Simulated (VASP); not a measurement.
A run of VASP 6.6.1 is set up as follows.

INCAR

```
SYSTEM = Ta2N
ALGO     = Normal         ! electronic algorithm
EDIFF    = 1E-6           ! SCF threshold, eV
ENCUT    = 700            ! plane-wave cutoff, eV
GGA_COMPAT= .FALSE.      
ISIF     = 2              ! what is computed and relaxed
ISMEAR   = 0              ! smearing method
LASPH    = .TRUE.         ! aspherical terms in the spheres
LCHARG   = .FALSE.        ! write CHGCAR
LREAL    = .FALSE.        ! projectors in reciprocal space
LWAVE    = .FALSE.        ! write WAVECAR
NBANDS   = 22             ! bands
NELM     = 120            ! most SCF steps
PREC     = Accurate       ! precision mode
SIGMA    = 0.1            ! smearing width, eV
```

Contents of KPOINTS:

```
k-points
0
G
  15 15 10
  0 0 0
```

POSCAR

```
Ta2N
1.0
    3.0618406011      0.0000000000      0.0000000000
   -1.5309203006      2.6516317429      0.0000000000
    0.0000000000      0.0000000000      4.7871626750
Ta N
2 1
Direct
    0.6666666667      0.3333333333      0.7466885012
    0.3333333333      0.6666666667      0.2533114988
    0.0000000000      0.0000000000      0.0000000000
```

Potentials or basis: VASP PAW LDA potentials, release 64 (Ta_sv_GW, N).

The run is started by

```console
$ cat potpaw_LDA.64/Ta_sv_GW/POTCAR potpaw_LDA.64/N/POTCAR > POTCAR
$ mpirun -np 1 vasp_std > vasp.out
```

(1) What does it give for the band gap on the k mesh?

(2) Estimate the pressure.

(3) What does it give for the largest force?

Results:

(1) zero (an odd number of electrons rules out a gap without spin polarisation).

(2) 0.9 GPa.

(3) 0.039 eV/Å.

Caveat: spin-orbit coupling is left out, which moves the levels of the heavy elements.
